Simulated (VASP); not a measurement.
# Pd (Im-3m) in VASP: notebook, part 2 of 2

VASP 6.6.1. Earlier steps stand in the parts before.

## (3) Single point, PBE

This run uses another cell than the first one, of 15.44 Å³/atom, 0.997 times its volume.

The input, INCAR:

```
ALGO     = Normal         # electronic algorithm
EDIFF    = 1E-6           # SCF threshold, eV
ENCUT    = 500            # plane-wave cutoff, eV
GGA      = PE             # functional
GGA_COMPAT= False        
ISIF     = 2              # what is computed and relaxed
ISMEAR   = 0              # smearing method
LASPH    = True           # aspherical terms in the spheres
LCHARG   = True           # write CHGCAR
LELF     = True           # ELF
LREAL    = False          # projectors in reciprocal space
LVHAR    = True         
LWAVE    = False          # write WAVECAR
NBANDS   = 11             # bands
NELM     = 120            # most SCF steps
PREC     = Accurate       # precision mode
SIGMA    = 0.1            # smearing width, eV
```

The input, KPOINTS:

```
k-points
0
Gamma
  18 18 18
```

The input, POSCAR:

```
Pd
1.0
   -1.5685857995      1.5685857995      1.5685857995
    1.5685857995     -1.5685857995      1.5685857995
    1.5685857995      1.5685857995     -1.5685857995
Pd
1
Direct
    0.0000000000      0.0000000000      0.0000000000
```

Potentials or basis: VASP PAW PBE potentials, release 64 (Pd).

Started as:

```sh
$ cat potpaw_PBE.64/Pd/POTCAR > POTCAR
$ mpirun -np 1 vasp_std > vasp.out
```

OUTCAR:

```text
EDIFF = 1E-6
   ENCUT = 500
   GGA = PE
   ISIF = 2
   ISMEAR = 0
   LASPH = True
   LREAL = False
   NELM = 120
   PREC = Accurate

 ion  position               nearest neighbor table
   1  0.000  0.000  0.000-

  LATTYP: Found a body centered cubic cell.
 ALAT       =     3.1371715990

  Lattice vectors:

 A1 = (  -1.5685857995,   1.5685857995,   1.5685857995)
 A2 = (   1.5685857995,  -1.5685857995,   1.5685857995)
 A3 = (   1.5685857995,   1.5685857995,  -1.5685857995)

Analysis of symmetry for initial positions (statically):
=====================================================================
 Subroutine PRICEL returns:
 Original cell was already a primitive cell.

 Routine SETGRP: Setting up the symmetry group for a
 body centered cubic supercell.

 Subroutine GETGRP returns: Found 48 space group operations
 (whereof 48 operations were pure point group operations)
 out of a pool of 48 trial point group operations.

The static configuration has the point symmetry O_h .

Analysis of symmetry for dynamics (positions and initial velocities):
=====================================================================
 Subroutine PRICEL returns:
 Original cell was already a primitive cell.

 Routine SETGRP: Setting up the symmetry group for a
 body centered cubic supercell.

 Subroutine GETGRP returns: Found 48 space group operations
 (whereof 48 operations were pure point group operations)
 out of a pool of 48 trial point group operations.

The dynamic configuration has the point symmetry O_h .

 Subroutine INISYM returns: Found 48 space group operations
 (whereof 48 operations are pure point group operations),
 and found     1 'primitive' translations

----------------------------------------------------------------------------------------

                                     Primitive cell
[... 106 lines left out ...]
   IALGO  =     38    algorithm
   IMIX   =      4    mixing-type and parameters
     AMIX     =   0.40;   BMIX     =  1.00
     AMIX_MAG =   1.60;   BMIX_MAG =  1.00
  volume/ion in A,a.u.               =      15.44       104.18
  Fermi-wavevector in a.u.,A,eV,Ry     =   1.416489  2.676776 27.299290  2.006441
  Thomas-Fermi vector in A             =   2.537818
   LORBIT       =      0    0 simple, 1 ext, 2 COOP (PROOUT), +10 PAW based schemes
   GGA     = PE    functional components
   LHFCALC =     F    Hartree Fock is set to
   AEXX    =    0.0000 exact exchange contribution
   IVDW    =     0    specifies the selected vdW correction
   LEPSILON=     F    determine dielectric tensor
   LRPA    =     F    only Hartree local field effects (RPA)
 non-spin polarized calculation
 Gauss-broadening in eV      SIGMA  =   0.10
  energy-cutoff  :      500.00
  volume of cell :       15.44
 maximum number of plane-waves:       405
   NGX =  9   NGY =  9   NGZ =  9

 number of electron      10.0000006 magnetization

 Free energy of the ion-electron system (eV)
  ---------------------------------------------------
  ext. energy  EPLUGINS =         0.00000000
  ---------------------------------------------------
  free energy    TOTEN  =        -5.17874544 eV

  energy without entropy =       -5.17226062  energy(sigma->0) =       -5.17550303

 E-fermi :   9.0299     XC(G=0): -12.8972

 val. band max:        9.0167864290   @ k =  -0.4444  -0.4444   0.3333
 cond. band min:       9.0358802852   @ k =   0.5000   0.5000   0.4444
 fundamental gap:      0.0190938562
 Fermi energy:         9.0299126569

 k-point     1 :       0.0000    0.0000    0.0000
  band No.  band energies     occupation
      1       2.2491      2.00000
      2       6.2734      2.00000
      3       6.2734      2.00000
      4       6.2734      2.00000
      5       8.1362      2.00000
      6       8.1362      2.00000
      7      28.3227      0.00000
      8      28.3227      0.00000
      9      28.3227      0.00000
     10      36.3205      0.00000
     11      36.4155      0.00000
[... 309 lines left out ...]
 k-point    24 :       0.3889    0.1111   -0.0000
  band No.  band energies     occupation
      1       4.3427      2.00000
      2       5.2619      2.00000
      3       7.7251      2.00000
      4       8.0369      2.00000
      5       8.8011      1.99879
      6      11.4564      0.00000
      7      17.3649      0.00000
      8      23.5398      0.00000
      9      25.8327      0.00000
     10      32.5695      0.00000
     11      35.0970      0.00000

 [... further k-points ...]
[... 5 lines left out ...]
  --------------------------------------------------------------------------------------
  -------------------------------------------------------------------------------------
  Total       -0.0250449     -0.0250449     -0.0250449      0.0000000     -0.0000000     -0.0000000
  in kB       -2.5992341     -2.5992341     -2.5992341      0.0000000     -0.0000000     -0.0000000
  external PRESSURE =      -2.5992341 kB  Pullay stress =       0.0000000 kB

 VOLUME and BASIS-vectors are now :
 -----------------------------------------------------------------------------
  energy-cutoff  :      500.00
  volume of cell :       15.44
      direct lattice vectors                 reciprocal lattice vectors
    -1.568585800  1.568585800  1.568585800     0.000000000  0.318758464  0.318758464
     1.568585800 -1.568585800  1.568585800     0.318758464  0.000000000  0.318758464
     1.568585800  1.568585800 -1.568585800     0.318758464  0.318758464  0.000000000

 POSITION                                       TOTAL-FORCE (eV/Angst)
 -----------------------------------------------------------------------------------
      0.00000      0.00000      0.00000        -0.000000      0.000000     -0.000000
 -----------------------------------------------------------------------------------
    total drift:                                0.000000     -0.000000      0.000000

  FREE ENERGIE OF THE ION-ELECTRON SYSTEM (eV)
  ---------------------------------------------------
  free  energy   TOTEN  =        -5.1787454372 eV

  energy  without entropy=       -5.1722606233  energy(sigma->0) =       -5.17550303
```

Run time: 9.8 s. Hardware: 1 thread of Intel Xeon 6975P-C (Granite Rapids), shared host; peak memory 0.14 GiB.

Results:

| Property | Result |
| --- | --- |
| Free energy | -5.1787 eV |
| Pressure | -0.3 GPa |
| Band gap on the k mesh | zero (band 5 reaches 9.59 eV, above the bottom of band 6 at 8.05 eV) |

## (4) Relaxation of cell and atoms, PBE

The input, INCAR:

```
  PREC = Accurate
  ENCUT = 500
  EDIFF = 1E-7
  ISMEAR = 0
  SIGMA = 0.1
  LREAL = F
  LASPH = T
  NELM = 120
  ALGO = Normal
  ISIF = 3
  LWAVE = F
  LCHARG = F
  GGA = PE
  IBRION = 2
  NSW = 100
  EDIFFG = -0.002
  GGA_COMPAT = F
  NELMIN = 4
```

The input, KPOINTS:

```
Automatic mesh
0
Gamma
  18 18 18
```

The input, POSCAR:

```
Pd
1.0
   -1.5699124371      1.5699124371      1.5699124371
    1.5699124371     -1.5699124371      1.5699124371
    1.5699124371      1.5699124371     -1.5699124371
Pd
1
Direct
    0.0000000000      0.0000000000      0.0000000000
```

Started as:

```sh
$ cat potpaw_PBE.64/Pd/POTCAR > POTCAR
$ mpirun -np 1 vasp_std > vasp.out
```

Wall time 16 s (1 thread of Intel Xeon 6975P-C (Granite Rapids), shared host); peak memory 0.15 GiB.

The run converged. Its results:

```
Free energy                            : -5.1788 eV
Relaxed volume                         : 15.41 Å³/atom
Relaxed cell                           : a = 2.715 Å, b = 2.715 Å, c = 2.715 Å, α = 109.47°, β = 109.47°, γ = 109.47°
Space group after relaxing (to 0.05 Å) : Im-3m (No. 229)
Energy gained by relaxing              : 0.1 meV/atom
Ionic steps                            : 3
Pressure after relaxing                : 0.0 GPa
Band gap on the k mesh                 : zero (band 5 reaches 9.62 eV, above the bottom of band 6 at 8.07 eV)
```

Step by step:
```tsv
step	energy change (eV)	largest force (eV/Å)	pressure (GPa)	volume (Å³)
1	0.0000	0.0000	-0.67	15.48
2	0.0001	0.0000	0.83	15.33
3	-0.0001	0.0000	0.00	15.41
```

Final structure:
```cif
data_structure
_symmetry_space_group_name_H-M 'P 1'
_symmetry_Int_Tables_number 1
_cell_length_a 2.7154
_cell_length_b 2.7154
_cell_length_c 2.7154
_cell_angle_alpha 109.471
_cell_angle_beta 109.471
_cell_angle_gamma 109.471
_cell_volume 15.41
loop_
_atom_site_label
_atom_site_type_symbol
_atom_site_fract_x
_atom_site_fract_y
_atom_site_fract_z
_atom_site_occupancy
Pd1 Pd 0.00000 0.00000 0.00000 1
```

Levels at points of the mesh, in eV from the Fermi level:
| k point | band 2 | band 3 | band 4 | band 5 | band 6 | band 7 | band 8 | band 9 |
| --- | --- | --- | --- | --- | --- | --- | --- | --- |
| (0.00, 0.00, 0.00) | -2.76 | -2.76 | -2.76 | -0.90 | -0.90 | 19.30 | 19.30 | 19.30 |
| (0.50, 0.00, 0.00) | -3.89 | -0.97 | -0.68 | 0.56 | 1.49 | 7.60 | 15.05 | 17.45 |
| (0.50, 0.50, 0.50) | -4.89 | 0.20 | 0.20 | 0.20 | 9.09 | 9.09 | 9.09 | 17.06 |

## (5) The runs side by side

```tsv
task	cell	k mesh	gap on the mesh (eV)	pressure (GPa)
single point	a = 2.719 Å, angles 109.5°, 1 atom	8 × 8 × 8	none	-0.3
single point	a = 2.717 Å, angles 109.5°, 1 atom	18 × 18 × 18	none	-0.3
relaxation of cell and atoms	relaxed from a = 2.719 Å, angles 109.5°, 1 atom	18 × 18 × 18	none	0.0
```

Alike in all rows: level PBE; potentials or basis VASP PAW PBE potentials, release 64 (Pd); no spin polarisation; cutoff (eV) 500; smearing gaussian 0.1 eV.

Total energies depend on the potentials used, so only differences within one code and one set of settings carry meaning.
